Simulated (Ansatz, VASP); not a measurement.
## Te: VASP beside Ansatz

```
CELL_PARAMETERS angstrom
4.96294 0.00000 0.00000
-2.48147 4.29803 0.00000
0.00000 0.00000 5.64015
ATOMIC_POSITIONS crystal
Te 0.21700 0.00000 0.16667
Te 0.00000 0.21700 0.83333
Te 0.78300 0.78300 0.50000
```

Alike in both runs: task single point; functional PBEsol; k mesh 6 × 6 × 6; occupations gaussian, width 0.02 eV; no spin polarisation.

|  | VASP | Ansatz |
| --- | --- | --- |
| version | VASP 6.6.1 | Ansatz 0.2.0 |
| potentials or method | VASP PAW PBE potentials, release 64 (Te), cutoff 520 eV | scalar-relativistic, plane waves, PAW |
| valence electrons in the cell | 18 | 48 |

Ansatz gave:

* gap on the k mesh at the Fermi level (eV): 0.79
* least direct gap on the mesh (eV): 0.99
* pressure (GPa): 3.2
* traceless stress, the component that is largest in VASP (GPa): 2.05
* rms of the force components (eV/Å): 0.962

Q: Which values does VASP return?

A: gap on the k mesh at the Fermi level (eV): 0.74; least direct gap on the mesh (eV): 0.95; pressure (GPa): 3.4; traceless stress, the component that is largest in VASP (GPa): 2.15; rms of the force components (eV/Å): 1.006.

VASP's potentials were made for PBE, not for PBEsol. Atom by atom the forces differ by 0.045 eV/Å (rms over components). VASP's potentials hold 18 valence electrons a cell and Ansatz's 48, so a difference there can come from the potentials and not from the codes.

Spin-orbit coupling is off throughout.
